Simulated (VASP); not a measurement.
# HfB2 (P6/mmm) in VASP: notebook, part 2 of 2

VASP 6.6.1.

## Step 3: Relaxation of cell and atoms, r2SCAN

The input, POSCAR:

```
HfB2
1.0
    3.1359224288      0.0000000000      0.0000000000
   -1.5679612144      2.7157884876      0.0000000000
    0.0000000000      0.0000000000      3.4808320394
Hf B
1 2
Direct
    0.0000000000      0.0000000000      0.0000000000
    0.3333333333      0.6666666667      0.5000000000
    0.6666666667      0.3333333333      0.5000000000
```

The input, INCAR.step1:

```
SYSTEM = HfB2
ALGO = Normal
EDIFF = 1E-5
EDIFFG = -0.005
ENCUT = 550
GGA = PE
GGA_COMPAT = .FALSE.
IBRION = 2
ISIF = 3
ISMEAR = -1
LASPH = .TRUE.
LCHARG = .FALSE.
LREAL = .FALSE.
LWAVE = .TRUE.
NELM = 120
NELMIN = 4
NSW = 100
PREC = Accurate
SIGMA = 0.15
```

The input, INCAR.step2:

```
SYSTEM = HfB2
ALGO = Normal
EDIFF = 1E-7
EDIFFG = -0.001
ENCUT = 550
GGA_COMPAT = .FALSE.
IBRION = 2
ISIF = 3
ISMEAR = -1
ISTART = 1
LASPH = .TRUE.
LCHARG = .FALSE.
LMIXTAU = .TRUE.
LREAL = .FALSE.
LWAVE = .FALSE.
METAGGA = R2SCAN
NELM = 120
NELMIN = 4
NSW = 80
PREC = Accurate
SIGMA = 0.15
```

The input, KPOINTS:

```
k-points
0
G
  15 15 12
  0 0 0
```

Potentials or basis: VASP PAW PBE potentials, release 64 (Hf_pv, B).

Run with:

```console
$ cat potpaw_PBE.64/Hf_pv/POTCAR potpaw_PBE.64/B/POTCAR > POTCAR
$ cp INCAR.step1 INCAR
$ mpirun -np 1 vasp_std > vasp.out
$ cp INCAR.step2 INCAR
$ mpirun -np 1 vasp_std > vasp.out
```

OUTCAR:

```text
SYSTEM = HfB2
   EDIFF = 1E-7
   EDIFFG = -0.001
   ENCUT = 550
   IBRION = 2
   ISIF = 3
   ISMEAR = -1
   ISTART = 1
   LASPH = .TRUE.
   LREAL = .FALSE.
   METAGGA = R2SCAN
   NELM = 120
   NELMIN = 4
   NSW = 80
   PREC = Accurate

 ion  position               nearest neighbor table
   1  0.000  0.000  0.000-   2 2.51   3 2.51   2 2.51   3 2.51   2 2.51   2 2.51   3 2.51   3 2.51
                             3 2.51   3 2.51   2 2.51   2 2.51
   2  0.333  0.667  0.500-   3 1.81   3 1.81   3 1.81   1 2.51   1 2.51   1 2.51   1 2.51   1 2.51
                             1 2.51
   3  0.667  0.333  0.500-   2 1.81   2 1.81   2 1.81   1 2.51   1 2.51   1 2.51   1 2.51   1 2.51
                             1 2.51

  LATTYP: Found a hexagonal cell.
 ALAT       =     3.1359224288
 C/A-ratio  =     1.1099866525

  Lattice vectors:

 A1 = (   3.1359224288,   0.0000000000,   0.0000000000)
 A2 = (  -1.5679612144,   2.7157884876,   0.0000000000)
 A3 = (   0.0000000000,   0.0000000000,   3.4808320394)

Analysis of symmetry for initial positions (statically):
=====================================================================
 Subroutine PRICEL returns:
 Original cell was already a primitive cell.

 Routine SETGRP: Setting up the symmetry group for a
 hexagonal supercell.

 Subroutine GETGRP returns: Found 24 space group operations
 (whereof 24 operations were pure point group operations)
 out of a pool of 24 trial point group operations.

The static configuration has the point symmetry D_6h.

Analysis of symmetry for dynamics (positions and initial velocities):
=====================================================================
 Subroutine PRICEL returns:
 Original cell was already a primitive cell.

 Routine SETGRP: Setting up the symmetry group for a
 hexagonal supercell.

 Subroutine GETGRP returns: Found 24 space group operations
 (whereof 24 operations were pure point group operations)
 out of a pool of 24 trial point group operations.

[... 142 lines left out ...]

 number of electron      15.9999997 magnetization

 Free energy of the ion-electron system (eV)
  ---------------------------------------------------
  ext. energy  EPLUGINS =         0.00000000
  ---------------------------------------------------
  free energy    TOTEN  =       -63.09915556 eV

  energy without entropy =      -63.08039851  energy(sigma->0) =      -63.08977704

------------------------ aborting loop because EDIFF is reached ----------------------------------------

  FORCE on cell =-STRESS in cart. coord.  units (eV):
  Direction    XX          YY          ZZ          XY          YZ          ZX
  --------------------------------------------------------------------------------------
  -------------------------------------------------------------------------------------
  Total       -0.1041278     -0.1041278     -0.1181124      0.0000000     -0.0000000     -0.0000000
  in kB       -5.6277265     -5.6277265     -6.3835434      0.0000000     -0.0000000     -0.0000000
  external PRESSURE =      -5.8796654 kB  Pullay stress =       0.0000000 kB
[... 172 lines left out ...]
--------------------------------------- Ionic step        6  -------------------------------------------

 number of electron      15.9999998 magnetization

 Free energy of the ion-electron system (eV)
  ---------------------------------------------------
  ext. energy  EPLUGINS =         0.00000000
  ---------------------------------------------------
  free energy    TOTEN  =       -63.09926245 eV

  energy without entropy =      -63.08055112  energy(sigma->0) =      -63.08990678

 E-fermi :   7.7746     XC(G=0): -13.5723

 val. band max:        7.7218158384   @ k =   0.0667   0.0667   0.5000
 cond. band min:       7.8063709814   @ k =   0.0667   0.0667   0.4167
 fundamental gap:      0.0845551430
 Fermi energy:         7.7746036784

 k-point     1 :       0.0000    0.0000    0.0000
  band No.  band energies     occupation
      1     -24.1127      2.00000
      2     -23.5930      2.00000
      3     -23.5930      2.00000
      4      -6.9530      2.00000
      5       4.6284      2.00000
      6       4.6645      2.00000
      7       4.6989      2.00000
      8       4.6989      2.00000
      9      12.0082      0.00000
     10      12.0082      0.00000
     11      12.7083      0.00000
     12      12.7083      0.00000
[... 331 lines left out ...]
 k-point    24 :       0.4000    0.2000    0.0000
  band No.  band energies     occupation
      1     -24.2984      2.00000
      2     -23.9590      2.00000
      3     -23.9561      2.00000
      4      -1.9428      2.00000
      5      -1.7706      2.00000
      6       1.2603      2.00000
      7       3.9464      2.00000
      8       6.6082      1.99916
      9       7.5087      1.70963
     10      10.8363      0.00000
     11      12.6619      0.00000
     12      14.9901      0.00000

 [... further k-points ...]

------------------------ aborting loop because EDIFF is reached ----------------------------------------

  FORCE on cell =-STRESS in cart. coord.  units (eV):
  Direction    XX          YY          ZZ          XY          YZ          ZX
  --------------------------------------------------------------------------------------
  -------------------------------------------------------------------------------------
  Total       -0.0018593     -0.0018593     -0.0026890      0.0000000     -0.0000000     -0.0000000
  in kB       -0.1007113     -0.1007113     -0.1456548      0.0000000     -0.0000000     -0.0000000
  external PRESSURE =      -0.1156925 kB  Pullay stress =       0.0000000 kB
[... 18 lines left out ...]
  FREE ENERGIE OF THE ION-ELECTRON SYSTEM (eV)
  ---------------------------------------------------
  free  energy   TOTEN  =       -63.0992624481 eV

  energy  without entropy=      -63.0805511200  energy(sigma->0) =      -63.08990678

 reached required accuracy - stopping structural energy minimisation
```

OSZICAR.step1:

```text
N       E                     dE             d eps       ncg     rms          rms(c)
DAV:   1     0.299097783156E+02    0.29910E+02   -0.86993E+03  4536   0.132E+03
DAV:   2    -0.269621626330E+02   -0.56872E+02   -0.53248E+02  5596   0.247E+02
[... 21 lines left out ...]
DAV:   1    -0.264138925080E+02   -0.44426E-02   -0.78083E-02  4592   0.273E+00    0.716E-01
DAV:   2    -0.264116917880E+02    0.22007E-02   -0.32528E-03  4604   0.562E-01    0.403E-01
DAV:   3    -0.264110843733E+02    0.60741E-03   -0.19337E-03  5444   0.385E-01    0.369E-01
DAV:   4    -0.264111054394E+02   -0.21066E-04   -0.38419E-05  5364   0.612E-02    0.440E-01
DAV:   5    -0.264110614416E+02    0.43998E-04   -0.74043E-05  5336   0.537E-02    0.109E-01
DAV:   6    -0.264110599386E+02    0.15031E-05   -0.13679E-05  3360   0.239E-02
   3 F= -.26411060E+02 E0= -.26401020E+02  d E =-.997614E-03
```

It took 17 min on 1 thread of Oxide Virtual Turin-like, shared host; peak memory 0.19 GiB.

What came out:

- Free energy: -63.0993 eV
- Relaxed volume: 9.86 Å³/atom
- Relaxed cell: a = 3.134 Å, b = 3.134 Å, c = 3.477 Å, α = 90.00°, β = 90.00°, γ = 120.00°
- Space group after relaxing (to 0.1 Å): P6/mmm (No. 191)
- Energy gained by relaxing: 0.0 meV/atom
- Ionic steps: 6
- Pressure after relaxing: 0.0 GPa
- Band gap on the k mesh: zero (bands 8 and 9 overlap by 1.09 eV)

Step by step:
```tsv
step	energy change (eV)	largest force (eV/Å)	pressure (GPa)	volume (Å³)
1	0.0000	0.0000	-0.59	29.64
2	0.0001	0.0000	0.78	29.49
3	-0.0001	0.0000	-0.06	29.58
4	-0.0001	0.0000	0.01	29.58
5	-0.0001	0.0000	-0.01	29.58
6	-0.0001	0.0000	-0.01	29.58
```

Final structure:
```yaml
crystal:
  lattice:
    - [3.13398, 0.00000, 0.00000]
    - [-1.56699, 2.71411, 0.00000]
    - [0.00000, 0.00000, 3.47733]
  atoms:
    - { symbol: Hf, position: [0.00000, 0.00000, 0.00000] }
    - { symbol: B, position: [0.33333, 0.66667, 0.50000] }
    - { symbol: B, position: [0.66667, 0.33333, 0.50000] }
```

Caveat: the PAW data sets were made with another functional, which shifts forces and pressure a little; spin-orbit coupling is left out, which moves the levels of the heavy elements.

The gap in the log of VASP goes by the Fermi energy; the results here count the filled bands.